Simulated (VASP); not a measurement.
Write the native input for VASP 6.6.1 that does the following.

| Quantity | Value |
| --- | --- |
| Task | single point |
| Functional | PBE |
| Potentials or basis | VASP PAW PBE potentials, release 64 (Mo_sv) |
| Cutoff | 520 eV |
| k mesh | 22 × 22 × 22 |
| Occupations | gaussian, width 0.15 eV |
| Spin | no spin polarisation |
| Dipole correction | no |
| Further INCAR settings | ALGO = Normal; EDIFF = 1e-06; NBANDS = 13 |

The structure of Mo lies in POSCAR:

```
Mo
1.0
    0.0000000000      2.0530393148      2.0530393148
    2.0530393148      0.0000000000      2.0530393148
    2.0530393148      2.0530393148      0.0000000000
Mo
1
Direct
    0.0000000000      0.0000000000      0.0000000000
```

This cell differs from its parent crystal: volume 17.307 Å^3 an atom, c/a of the conventional cell 1.0000.

These files were run (other wordings do the same):

INCAR

```
  ALGO = Normal
  EDIFF = 1E-6
  ENCUT = 520
  GGA = PE
  ISIF = 2
  ISMEAR = 0
  LASPH = True
  LCHARG = False
  LREAL = False
  LWAVE = False
  NBANDS = 13
  NELM = 80
  PREC = Accurate
  SIGMA = 0.15
```

KPOINTS

```
k-points
0
Gamma
  22 22 22
```

Potentials or basis: VASP PAW PBE potentials, release 64 (Mo_sv).

Run with:

```sh
$ cat potpaw_PBE.64/Mo_sv/POTCAR > POTCAR
$ mpirun -np 1 vasp_std > vasp.out
```

Results of the run:

The pressure is -15.3 GPa and the band gap on the k mesh is zero (band 7 reaches 14.21 eV, above the bottom of band 8 at 10.03 eV).

Run time: 31 s on 1 thread of AMD EPYC 9R45 96-Core Processor (Zen 5), with other jobs on the host, peak memory 0.16 GiB.
